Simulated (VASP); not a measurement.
Write the native input for VASP 6.6.1 that does the following.

| Quantity | Value |
| --- | --- |
| Task | single point |
| Functional | PBEsol |
| Potentials or basis | VASP PAW PBE potentials, release 64 (Hg, Te) |
| Cutoff | 520 eV |
| k mesh | 12 × 12 × 12 |
| Occupations | gaussian, width 0.1 eV |
| Spin | no spin polarisation |
| Dipole correction | no |
| Further INCAR settings | ALGO = Normal; EDIFF = 1e-06; NBANDS = 16 |

The structure of HgTe lies in POSCAR:

```
HgTe
1.0
    0.0000000000      3.2965445100      3.2965445100
    3.2965445100      0.0000000000      3.2965445100
    3.2965445100      3.2965445100      0.0000000000
Hg Te
1 1
Direct
    0.0000000000      0.0000000000      0.0000000000
    0.7500000000      0.7500000000      0.7500000000
```

This cell differs from its parent crystal: strained.

One way to write it, as run:

INCAR

```
ALGO = Normal
EDIFF = 1E-6
ENCUT = 520
GGA = PS
ISIF = 2
ISMEAR = 0
LASPH = T
LCHARG = F
LREAL = F
LWAVE = F
NBANDS = 16
NELM = 60
PREC = Accurate
SIGMA = 0.1
```

KPOINTS

```
k-points
0
Gamma
  12 12 12
```

Potentials or basis: VASP PAW PBE potentials, release 64 (Hg, Te).

Launch:

```console
$ cat potpaw_PBE.64/Hg/POTCAR potpaw_PBE.64/Te/POTCAR > POTCAR
$ mpirun -np 1 vasp_std > vasp.out
```

Results of the run:

```json
{
  "Pressure": "-1.4 GPa",
  "Band gap on the k mesh": "zero (filled and empty bands touch)"
}
```

Caveat: the cell differs from its parent crystal (strained); semilocal functionals underestimate gaps, so a narrow gap can read as zero; the PAW data sets were made with another functional, which shifts forces and pressure a little; spin-orbit coupling is left out, which moves the levels of the heavy elements.

Wall time 78 s on 1 thread of Intel Xeon 8259CL, on a shared host, peak memory 0.26 GiB.
